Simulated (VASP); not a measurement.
# MgCdS4 (P-6m2) in VASP: notebook, part 2 of 2

VASP 6.6.1.

## 3. Relaxation of cell and atoms, PBE

This run uses another cell than the first one, of 23.12 Å³/atom, 1.076 times its volume.

INCAR reads:

```
SYSTEM = MgCdS4
PREC = Accurate
ENCUT = 600
EDIFF = 1E-6
ISMEAR = 0
SIGMA = 0.1
LREAL = .False.
LASPH = .True.
NELM = 80
ALGO = Normal
ISIF = 3
LWAVE = .False.
LCHARG = .False.
GGA = PE
IBRION = 2
NSW = 90
EDIFFG = -0.04
```

KPOINTS reads:

```
Automatic mesh
0
Gamma
  3 3 4
  0 0 0
```

POSCAR reads:

```
MgCdS4
1.0
    5.9133777100      0.0000000000      0.0000000000
   -2.9566888600      5.1211353200      0.0000000000
    0.0000000000      0.0000000000      4.5807456300
Mg Cd S
1 1 4
Direct
    0.0000000000      0.0000000000      0.0000000000
    0.6666666700      0.3333333300      0.0000000000
    0.3333333300      0.6666666700      0.0000000000
    0.6743286600      0.8371643300      0.5000000000
    0.1628356700      0.8371643300      0.5000000000
    0.1628356700      0.3256713400      0.5000000000
```

Potentials or basis: VASP PAW PBE potentials, release 64 (Mg, Cd, S).

Launch:

```
cat potpaw_PBE.64/Mg/POTCAR potpaw_PBE.64/Cd/POTCAR potpaw_PBE.64/S/POTCAR > POTCAR
mpirun -np 1 vasp_std > vasp.out
```

OUTCAR:

```text
SYSTEM = MgCdS4
   PREC = Accurate
   ENCUT = 600
   EDIFF = 1E-6
   ISMEAR = 0
   LREAL = .False.
   LASPH = .True.
   NELM = 80
   ISIF = 3
   GGA = PE
   IBRION = 2
   NSW = 90
   EDIFFG = -0.04

 ion  position               nearest neighbor table
   1  0.000  0.000  0.000-   4 2.83   4 2.83   6 2.83   6 2.83   5 2.83   5 2.83   2 3.41   2 3.41
                             2 3.41
   2  0.667  0.333  0.000-   1 3.41   1 3.41   1 3.41
   3  0.333  0.667  0.000-
   4  0.674  0.837  0.500-   1 2.83   1 2.83
   5  0.163  0.837  0.500-   1 2.83   1 2.83
   6  0.163  0.326  0.500-   1 2.83   1 2.83

  LATTYP: Found a hexagonal cell.
 ALAT       =     5.9133777100
 C/A-ratio  =     0.7746411365

  Lattice vectors:

 A1 = (   5.9133777100,   0.0000000000,   0.0000000000)
 A2 = (  -2.9566888600,   5.1211353200,   0.0000000000)
 A3 = (   0.0000000000,   0.0000000000,   4.5807456300)

Analysis of symmetry for initial positions (statically):
=====================================================================
 Subroutine PRICEL returns:
 Original cell was already a primitive cell.

 Routine SETGRP: Setting up the symmetry group for a
 hexagonal supercell.

 Subroutine GETGRP returns: Found 12 space group operations
 (whereof 12 operations were pure point group operations)
 out of a pool of 24 trial point group operations.

The static configuration has the point symmetry D_3h.

Analysis of symmetry for dynamics (positions and initial velocities):
=====================================================================
 Subroutine PRICEL returns:
 Original cell was already a primitive cell.

 Routine SETGRP: Setting up the symmetry group for a
 hexagonal supercell.

 Subroutine GETGRP returns: Found 12 space group operations
 (whereof 12 operations were pure point group operations)
 out of a pool of 24 trial point group operations.

The dynamic configuration has the point symmetry D_3h.

 Subroutine INISYM returns: Found 12 space group operations
[... 96 lines left out ...]
   ISYM   =      2    0-nonsym 1-usesym 2-fastsym
   POTIM  = 0.5000    time-step for ionic-motion
   TEBEG  =    0.0;   TEEND  =   0.0 temperature during run
   PSTRESS=    0.0 pullay stress
   NELECT =      38.0000    total number of electrons
   NUPDOWN=      -1.0000    fix difference up-down
   EMIN   =  10.00;   EMAX   =-10.00  energy-range for DOS
   EFERMI =   0.00;   METHOD = LEGACY
   ISMEAR =     0;   SIGMA  =   0.10  broadening in eV -4-tet -1-fermi 0-gaus
   EFERMI_NEDOS =   21; number of points for ismear=-14 and -15
   IALGO  =     38    algorithm
   IMIX   =      4    mixing-type and parameters
     AMIX     =   0.40;   BMIX     =  1.00
     AMIX_MAG =   1.60;   BMIX_MAG =  1.00
  volume/ion in A,a.u.               =      23.12       156.02
  Fermi-wavevector in a.u.,A,eV,Ry     =   1.063221  2.009195 15.380541  1.130438
  Thomas-Fermi vector in A             =   2.198698
   LORBIT       =      0    0 simple, 1 ext, 2 COOP (PROOUT), +10 PAW based schemes
   GGA     = PE    functional components
   LHFCALC =     F    Hartree Fock is set to
   AEXX    =    0.0000 exact exchange contribution
   IVDW    =     0    specifies the selected vdW correction
   LEPSILON=     F    determine dielectric tensor
   LRPA    =     F    only Hartree local field effects (RPA)
 conjugate gradient relaxation of ions
 non-spin polarized calculation
 Gauss-broadening in eV      SIGMA  =   0.10
  energy-cutoff  :      600.00
  volume of cell :      138.72
 maximum number of plane-waves:      4657
 NGX is ok and might be reduce to    48
   NGX = 23   NGY = 23   NGZ = 19

--------------------------------------- Ionic step        1  -------------------------------------------

 number of electron      38.0000002 magnetization

 Free energy of the ion-electron system (eV)
  ---------------------------------------------------
  ext. energy  EPLUGINS =         0.00000000
  ---------------------------------------------------
  free energy    TOTEN  =       -15.92136297 eV

  energy without entropy =      -15.87061081  energy(sigma->0) =      -15.89598689

------------------------ aborting loop because EDIFF is reached ----------------------------------------

  FORCE on cell =-STRESS in cart. coord.  units (eV):
  Direction    XX          YY          ZZ          XY          YZ          ZX
  --------------------------------------------------------------------------------------
  -------------------------------------------------------------------------------------
  Total       -3.7723767     -3.7723767     -6.7722602      0.0000000     -0.0000000      0.0000000
  in kB      -43.5700030    -43.5700030    -78.2179040      0.0000000     -0.0000000      0.0000000
  external PRESSURE =     -55.1193033 kB  Pullay stress =       0.0000000 kB
[... 307 lines left out ...]
--------------------------------------- Ionic step        9  -------------------------------------------

 number of electron      38.0000005 magnetization

 Free energy of the ion-electron system (eV)
  ---------------------------------------------------
  ext. energy  EPLUGINS =         0.00000000
  ---------------------------------------------------
  free energy    TOTEN  =       -16.38220282 eV

  energy without entropy =      -16.34535168  energy(sigma->0) =      -16.36377725

 E-fermi :   4.1304     XC(G=0):  -9.8336

 val. band max:        4.1199032766   @ k =   0.3333   0.3333   0.0000
 cond. band min:       4.1432014443   @ k =   0.3333  -0.0000   0.2500
 fundamental gap:      0.0232981677
 Fermi energy:         4.1304287480

 k-point     1 :       0.0000    0.0000    0.0000
  band No.  band energies     occupation
      1     -11.1117      2.00000
      2      -7.8667      2.00000
      3      -7.8667      2.00000
      4      -7.5347      2.00000
      5      -3.7804      2.00000
      6      -3.7395      2.00000
[... 256 lines left out ...]
  FREE ENERGIE OF THE ION-ELECTRON SYSTEM (eV)
  ---------------------------------------------------
  free  energy   TOTEN  =       -16.3822028231 eV

  energy  without entropy=      -16.3453516787  energy(sigma->0) =      -16.36377725

 reached required accuracy - stopping structural energy minimisation
```

It took 2.1 min on 1 thread of AMD EPYC 9R45 (Zen 5), shared host; peak memory 0.29 GiB.

Results:

```yaml
Free_energy: -16.3822 eV
Relaxed_volume: 20.33 Å³/atom
Relaxed_cell: a = 5.856 Å, b = 5.856 Å, c = 4.106 Å, α = 90.00°, β = 90.00°, γ = 120.00°
Space_group_after_relaxing_to_0.05_Å: P-6m2 (No. 187)
Energy_gained_by_relaxing: 76.8 meV/atom
Ionic_steps: 9
Pressure_after_relaxing: 0.0 GPa
Largest_force_after_relaxing: 0.016 eV/Å
Band_gap_on_the_k_mesh: zero (band 19 reaches 4.52 eV, above the bottom of band 20 at 3.50 eV)
```

Forces in eV/Å, atoms in the order of the input:
```
Mg   0.000  0.000  0.000
Cd   0.000  0.000  0.000
S    0.000  0.000  0.000
S    0.014  0.008  0.000
S   -0.014  0.008  0.000
S    0.000 -0.016  0.000
```

Step by step:
```tsv
step	energy change (eV)	largest force (eV/Å)	pressure (GPa)	volume (Å³)
1	0.0000	0.3115	-5.51	138.72
2	-0.3965	0.0143	-1.17	123.33
3	-0.4139	0.1142	0.17	120.12
4	-0.4140	0.1256	0.33	119.76
5	-0.4324	0.1234	0.35	119.89
6	-0.4558	0.0647	0.63	120.10
7	-0.4566	0.0359	0.74	120.13
8	-0.4597	0.0419	-0.39	122.92
9	-0.4608	0.0161	-0.01	121.96
```

Final structure:
```cif
data_structure
_symmetry_space_group_name_H-M 'P 1'
_symmetry_Int_Tables_number 1
_cell_length_a 5.8563
_cell_length_b 5.8563
_cell_length_c 4.1062
_cell_angle_alpha 90.000
_cell_angle_beta 90.000
_cell_angle_gamma 120.000
_cell_volume 121.96
loop_
_atom_site_label
_atom_site_type_symbol
_atom_site_fract_x
_atom_site_fract_y
_atom_site_fract_z
_atom_site_occupancy
Mg1 Mg 0.00000 0.00000 0.00000 1
Cd1 Cd 0.66667 0.33333 0.00000 1
S1 S 0.33333 0.66667 0.00000 1
S2 S 0.67269 0.83635 0.50000 1
S3 S 0.16365 0.83635 0.50000 1
S4 S 0.16365 0.32731 0.50000 1
```

Levels at points of the mesh, in eV from the Fermi level:
| k point | band 16 | band 17 | band 18 | band 19 | band 20 | band 21 | band 22 | band 23 |
| --- | --- | --- | --- | --- | --- | --- | --- | --- |
| (0.00, 0.00, 0.00) | -2.06 | -1.53 | -1.53 | -0.58 | 0.46 | 0.98 | 0.98 | 3.14 |
| (0.00, 0.00, 0.50) | -0.53 | -0.53 | 0.11 | 0.39 | 0.59 | 0.93 | 0.93 | 2.14 |

Caveat: the k points lie up to 0.41 Å⁻¹ apart in the final cell.
